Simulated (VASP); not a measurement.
# NaH (Fm-3m) in VASP: relaxation of cell and atoms with PBE

Aim: the relaxation of cell and atoms of NaH with PBE.

Everything below comes from runs of VASP 6.6.1. Logs are shortened: lines on timing, memory, paths and dates and some standing lists are left out, and cuts for length are marked.

### 1 The cell of the first run

The structure is cubic, space group Fm-3m (No. 225). Conventional cell: a = 4.880 Å, b = 4.880 Å, c = 4.880 Å, α = 90.00°, β = 90.00°, γ = 90.00°. Na (site symmetry m-3m) has 6 H at 2.44 Å within 3.2 Å. Within 3.2 Å of H (site symmetry m-3m) lie 6 Na at 2.44 Å.

### 2 Relaxation of cell and atoms, PBE

Input file INCAR:

```
PREC = Accurate ; ENCUT = 600
EDIFF = 1E-7 ; ISMEAR = 0
SIGMA = 0.02 ; LREAL = False
LASPH = True ; NELM = 60
ALGO = Normal ; ISIF = 3
LWAVE = False ; LCHARG = False
GGA = PE ; IBRION = 2
NSW = 100 ; EDIFFG = -0.005
```

Input file KPOINTS:

```
regular mesh
0
Gamma
  9 9 4
```

Input file POSCAR:

```
NaH
1.0
    3.4506810000      0.0000000000      0.0000000000
   -1.7253410000      2.9883770000      0.0000000000
    0.0000000000      0.0000000000      8.4524080000
Na H
3 3
Direct
    0.0000000000      0.0000000000      0.0000000000
    0.3333333300      0.6666666700      0.3333333300
    0.6666666700      0.3333333300      0.6666666700
    0.6666666700      0.3333333300      0.1666666700
    0.0000000000      0.0000000000      0.5000000000
    0.3333333300      0.6666666700      0.8333333300
```

Potentials or basis: VASP PAW PBE potentials, release 64 (Na_pv, H).

Launch:

```sh
$ cat potpaw_PBE.64/Na_pv/POTCAR potpaw_PBE.64/H/POTCAR > POTCAR
$ mpirun -np 1 vasp_std > vasp.out
```

OUTCAR:

```text
PREC = Accurate
   ENCUT = 600
   EDIFF = 1E-7
   ISMEAR = 0
   LREAL = False
   LASPH = True
   NELM = 60
   ISIF = 3
   GGA = PE
   IBRION = 2
   NSW = 100
   EDIFFG = -0.005

 ion  position               nearest neighbor table
   1  0.000  0.000  0.000-
   2  0.333  0.667  0.333-
   3  0.667  0.333  0.667-
   4  0.667  0.333  0.167-
   5  0.000  0.000  0.500-
   6  0.333  0.667  0.833-

  LATTYP: Found a hexagonal cell.
 ALAT       =     3.4506810000
 C/A-ratio  =     2.4494898253

  Lattice vectors:

 A1 = (   3.4506810000,   0.0000000000,   0.0000000000)
 A2 = (  -1.7253410000,   2.9883770000,   0.0000000000)
 A3 = (   0.0000000000,   0.0000000000,   8.4524080000)

Analysis of symmetry for initial positions (statically):
=====================================================================
 Subroutine PRICEL returns following result:

  LATTYP: Found a face centered cubic cell.
 ALAT       =     4.8799999930

  Lattice vectors:

 A1 = (   1.7253406494,  -0.9961256567,   2.8174693052)
 A2 = (  -0.0000003506,   1.9922513433,   2.8174693052)
 A3 = (  -1.7253402988,  -0.9961256866,   2.8174693897)

   3 primitive cells build up your supercell.

 Routine SETGRP: Setting up the symmetry group for a
 hexagonal supercell.

 Subroutine GETGRP returns: Found 12 space group operations
 (whereof 12 operations were pure point group operations)
 out of a pool of 24 trial point group operations.

The static configuration has the point symmetry D_3d.

Analysis of symmetry for dynamics (positions and initial velocities):
=====================================================================
 Subroutine PRICEL returns following result:

  LATTYP: Found a face centered cubic cell.
 ALAT       =     4.8799999930

  Lattice vectors:

 A1 = (   1.7253406494,  -0.9961256567,   2.8174693052)
 A2 = (  -0.0000003506,   1.9922513433,   2.8174693052)
 A3 = (  -1.7253402988,  -0.9961256866,   2.8174693897)

   3 primitive cells build up your supercell.

 Routine SETGRP: Setting up the symmetry group for a
 hexagonal supercell.

 Subroutine GETGRP returns: Found 12 space group operations
 (whereof 12 operations were pure point group operations)
 out of a pool of 24 trial point group operations.

The dynamic configuration has the point symmetry D_3d.

 Subroutine INISYM returns: Found 12 space group operations
 (whereof 12 operations are pure point group operations),
 and found     3 'primitive' translations

----------------------------------------------------------------------------------------

                                     Primitive cell

  volume of cell :      29.0536

  direct lattice vectors                    reciprocal lattice vectors
     1.725340649 -0.996125657  2.817469305     0.289797878 -0.167314847  0.118309481
    -0.000000351  1.992251343  2.817469305    -0.000000000  0.334629801  0.118309481
    -1.725340299 -0.996125687  2.817469390    -0.289797869 -0.167314949  0.118309481

  length of vectors
     3.450681087  3.450680904  3.450680990     0.354928445  0.354928495  0.354928486

  position of ions in fractional coordinates (direct lattice)
     0.000000000  0.000000000  0.000000000
     0.500000030  0.500000000  0.500000000

  ion indices of the primitive-cell ions
   primitive index   ion index
                 1           1
                 2           4

----------------------------------------------------------------------------------------

 KPOINTS: regular mesh

Automatic generation of k-mesh.
 Grid dimensions read from file:
 generate k-points for:    9    9    4

 Generating k-lattice:

  Cartesian coordinates                     Fractional coordinates (reciprocal lattice)
     0.032199763  0.018590550  0.000000000     0.111111111  0.000000000  0.000000000
     0.000000000  0.037181089  0.000000000     0.000000000  0.111111111  0.000000000
     0.000000000  0.000000000  0.029577370     0.000000000  0.000000000  0.250000000

  Length of vectors
     0.037181088  0.037181089  0.029577370

  Shift w.r.t. Gamma in fractional coordinates (k-lattice)
     0.000000000  0.000000000  0.000000000

 Subroutine IBZKPT returns following result:
 ===========================================

 Found     43 irreducible k-points:

 Following reciprocal coordinates:
            Coordinates               Weight
  0.000000  0.000000  0.000000      1.000000
  0.111111  0.000000  0.000000      6.000000
  0.222222  0.000000  0.000000      6.000000
  0.333333 -0.000000  0.000000      6.000000
  0.444444  0.000000  0.000000      6.000000
  0.111111  0.111111  0.000000      6.000000
[... 16 lines left out ...]
  0.222222  0.111111  0.250000     12.000000
 -0.111111  0.333333  0.250000     12.000000
 [... further k-points ...]
   k-points           NKPTS =     43   k-points in BZ     NKDIM =     43   number of bands    NBANDS=     16
   number of dos      NEDOS =    301   number of ions     NIONS =      6
   total plane-waves  NPLWV =  54880
   dimension x,y,z NGX =    28 NGY =   28 NGZ =   70
   dimension x,y,z NGXF=    56 NGYF=   56 NGZF=  140
   ions per type =               3   3
   NGX,Y,Z   is equivalent  to a cutoff of  13.49, 13.49, 13.77 a.u.
   NGXF,Y,Z  is equivalent  to a cutoff of  26.98, 26.98, 27.54 a.u.
 SYSTEM =  unknown system
   PREC   = accura    normal or accurate (medium, high low for compatibility)
   ISTART =      0    job   : 0-new  1-cont  2-samecut
   ICHARG =      2    charge: 1-file 2-atom 10-const
   ISPIN  =      1    spin polarized calculation?
   LNONCOLLINEAR =      F non collinear calculations
   LSORBIT =      F    spin-orbit coupling
   LASPH  =      T    aspherical Exc in radial PAW
   ENCUT  =  600.0 eV  44.10 Ry    6.64 a.u.   6.89  6.89 16.88*2*pi/ulx,y,z
   NELM   =     60;   NELMIN=  2; NELMDL= -5     # of ELM steps
   EDIFF  = 0.1E-06   stopping-criterion for ELM
   LREAL  =      F    real-space projection
   EDIFFG = -.5E-02   stopping-criterion for IOM
   NSW    =    100    number of steps for IOM
   IBRION =      2    ionic relax: 0-MD 1-quasi-New 2-CG
   NFREE  =      1    steps in history (QN), initial steepest desc. (CG)
   ISIF   =      3    stress and relaxation
   ISYM   =      2    0-nonsym 1-usesym 2-fastsym
   POTIM  = 0.5000    time-step for ionic-motion
   TEBEG  =    0.0;   TEEND  =   0.0 temperature during run
   PSTRESS=    0.0 pullay stress
   NELECT =      24.0000    total number of electrons
   NUPDOWN=      -1.0000    fix difference up-down
   EMIN   =  10.00;   EMAX   =-10.00  energy-range for DOS
   EFERMI =   0.00;   METHOD = LEGACY
   ISMEAR =     0;   SIGMA  =   0.02  broadening in eV -4-tet -1-fermi 0-gaus
   EFERMI_NEDOS =   21; number of points for ismear=-14 and -15
   IALGO  =     38    algorithm
   IMIX   =      4    mixing-type and parameters
     AMIX     =   0.40;   BMIX     =  1.00
     AMIX_MAG =   1.60;   BMIX_MAG =  1.00
  volume/ion in A,a.u.               =      14.53        98.03
  Fermi-wavevector in a.u.,A,eV,Ry     =   1.065054  2.012661 15.433638  1.134340
  Thomas-Fermi vector in A             =   2.200593
   LORBIT       =      0    0 simple, 1 ext, 2 COOP (PROOUT), +10 PAW based schemes
   GGA     = PE    functional components
   LHFCALC =     F    Hartree Fock is set to
   AEXX    =    0.0000 exact exchange contribution
   IVDW    =     0    specifies the selected vdW correction
   LEPSILON=     F    determine dielectric tensor
   LRPA    =     F    only Hartree local field effects (RPA)
 conjugate gradient relaxation of ions
 non-spin polarized calculation
 Gauss-broadening in eV      SIGMA  =   0.02
  energy-cutoff  :      600.00
  volume of cell :       87.16
 maximum number of plane-waves:      2943
   NGX = 13   NGY = 13   NGZ = 33

--------------------------------------- Ionic step        1  -------------------------------------------

 number of electron      24.0000005 magnetization

 Free energy of the ion-electron system (eV)
  ---------------------------------------------------
  ext. energy  EPLUGINS =         0.00000000
  ---------------------------------------------------
  free energy    TOTEN  =       -15.25912025 eV

  energy without entropy =      -15.25912025  energy(sigma->0) =      -15.25912025

------------------------ aborting loop because EDIFF is reached ----------------------------------------

  FORCE on cell =-STRESS in cart. coord.  units (eV):
  Direction    XX          YY          ZZ          XY          YZ          ZX
  --------------------------------------------------------------------------------------
  -------------------------------------------------------------------------------------
  Total       -0.3509705     -0.3509704     -0.3508320      0.0000001      0.0000000     -0.0000000
  in kB       -6.4514968     -6.4514950     -6.4489525      0.0000011      0.0000000     -0.0000000
  external PRESSURE =      -6.4506481 kB  Pullay stress =       0.0000000 kB

 VOLUME and BASIS-vectors are now :
 -----------------------------------------------------------------------------
  energy-cutoff  :      600.00
  volume of cell :       87.16
      direct lattice vectors                 reciprocal lattice vectors
     3.450681000  0.000000000  0.000000000     0.289797869  0.167314949  0.000000000
    -1.725341000  2.988377000  0.000000000     0.000000000  0.334629801  0.000000000
     0.000000000  0.000000000  8.452408000     0.000000000  0.000000000  0.118309481
[... 121 lines left out ...]
 POSITION                                       TOTAL-FORCE (eV/Angst)
 -----------------------------------------------------------------------------------
     -1.69833      2.94160      8.32015        -0.000000     -0.000000      0.000000
     -0.00000      1.96107      2.77338        -0.000000      0.000000      0.000000
      1.69833      0.98053      5.54677         0.000000     -0.000000     -0.000000
      1.69833      0.98053      1.38669        -0.000000      0.000000      0.000000
      1.69833      2.94160      4.16008         0.000000      0.000000      0.000000
     -0.00000      1.96107      6.93346         0.000000      0.000000      0.000000
 -----------------------------------------------------------------------------------
    total drift:                                0.000000      0.000000      0.000000

  FREE ENERGIE OF THE ION-ELECTRON SYSTEM (eV)
  ---------------------------------------------------
  free  energy   TOTEN  =       -15.2622917029 eV

  energy  without entropy=      -15.2622917029  energy(sigma->0) =      -15.26229170

--------------------------------------- Ionic step        5  -------------------------------------------

 number of electron      24.0000005 magnetization

 Free energy of the ion-electron system (eV)
  ---------------------------------------------------
  ext. energy  EPLUGINS =         0.00000000
  ---------------------------------------------------
  free energy    TOTEN  =       -15.26431392 eV

  energy without entropy =      -15.26431392  energy(sigma->0) =      -15.26431392

 E-fermi :  -1.0345     XC(G=0):  -7.7671

 val. band max:       -1.1503529875   @ k =   0.2222   0.2222   0.5000
 cond. band min:       2.6429154102   @ k =   0.0000   0.0000   0.5000
 fundamental gap:      3.7932683977
 Fermi energy:        -1.0345098139

 k-point     1 :       0.0000    0.0000    0.0000
  band No.  band energies     occupation
      1     -23.2903      2.00000
      2     -23.2903      2.00000
      3     -23.2285      2.00000
      4     -23.2285      2.00000
      5     -23.2285      2.00000
      6     -23.2285      2.00000
[... 8 lines left out ...]
     15       9.2944      0.00000
     16       9.9593      0.00000
[... 419 lines left out ...]
 k-point    24 :      -0.1111    0.3333    0.2500
  band No.  band energies     occupation
      1     -23.2874      2.00000
      2     -23.2824      2.00000
      3     -23.2744      2.00000
      4     -23.2676      2.00000
      5     -23.2449      2.00000
      6     -23.2404      2.00000
[... 8 lines left out ...]
     15       5.5484      0.00000
     16       5.6393      0.00000

 [... further k-points ...]

------------------------ aborting loop because EDIFF is reached ----------------------------------------

  FORCE on cell =-STRESS in cart. coord.  units (eV):
  Direction    XX          YY          ZZ          XY          YZ          ZX
  --------------------------------------------------------------------------------------
  -------------------------------------------------------------------------------------
  Total       -0.0093457     -0.0093457     -0.0091689      0.0000000      0.0000000     -0.0000000
  in kB       -0.1767654     -0.1767654     -0.1734227      0.0000000      0.0000000     -0.0000000
  external PRESSURE =      -0.1756512 kB  Pullay stress =       0.0000000 kB

 VOLUME and BASIS-vectors are now :
 -----------------------------------------------------------------------------
  energy-cutoff  :      600.00
  volume of cell :       84.71
      direct lattice vectors                 reciprocal lattice vectors
     3.417999576  0.000000005 -0.000000000     0.292568790  0.168914741  0.000000000
    -1.709000279  2.960074065 -0.000000000    -0.000000001  0.337829384  0.000000000
     0.000000000  0.000000000  8.372386755     0.000000000  0.000000000  0.119440254

 POSITION                                       TOTAL-FORCE (eV/Angst)
 -----------------------------------------------------------------------------------
      0.00000      0.00000     -0.00000        -0.000000      0.000000     -0.000000
     -0.00000      1.97338      2.79080         0.000000     -0.000000     -0.000000
      1.70900      0.98669      5.58159         0.000000     -0.000000      0.000000
      1.70900      0.98669      1.39540         0.000000      0.000000     -0.000000
      0.00000      0.00000      4.18619         0.000000      0.000000     -0.000000
     -0.00000      1.97338      6.97699         0.000000     -0.000000     -0.000000
 -----------------------------------------------------------------------------------
    total drift:                                0.000000     -0.000000      0.000000

  FREE ENERGIE OF THE ION-ELECTRON SYSTEM (eV)
  ---------------------------------------------------
  free  energy   TOTEN  =       -15.2643139227 eV

  energy  without entropy=      -15.2643139227  energy(sigma->0) =      -15.26431392

 reached required accuracy - stopping structural energy minimisation
```

Run time: 1.7 min. Hardware: 1 thread of AMD EPYC 9R45 (Zen 5), shared host; peak memory 0.22 GiB.

Results:

```yaml
Free_energy: -15.2643 eV
Relaxed_volume: 14.12 Å³/atom
Relaxed_cell: a = 3.418 Å, b = 3.418 Å, c = 8.372 Å, α = 90.00°, β = 90.00°, γ = 120.00°
Space_group_after_relaxing_to_0.1_Å: Fm-3m (No. 225)
Energy_gained_by_relaxing: 0.9 meV/atom
Ionic_steps: 5
Pressure_after_relaxing: 0.0 GPa
Band_gap_on_the_k_mesh: 3.79 eV
```

The path:
| step | energy change (eV) | largest force (eV/Å) | pressure (GPa) | volume (Å³) |
| --- | --- | --- | --- | --- |
| 1 | 0.0000 | 0.0000 | -0.65 | 87.16 |
| 2 | -0.0026 | 0.0000 | -0.46 | 86.42 |
| 3 | -0.0048 | 0.0000 | -0.16 | 85.32 |
| 4 | -0.0032 | 0.0000 | 0.44 | 83.13 |
| 5 | -0.0052 | 0.0000 | -0.02 | 84.71 |

Final structure:
```
Na H
1.0
     3.41800    0.00000    0.00000
    -1.70900    2.96007    0.00000
     0.00000    0.00000    8.37239
Na H
3 3
Direct
  0.00000 0.00000 0.00000
  0.33333 0.66667 0.33333
  0.66667 0.33333 0.66667
  0.66667 0.33333 0.16667
  0.00000 0.00000 0.50000
  0.33333 0.66667 0.83333
```
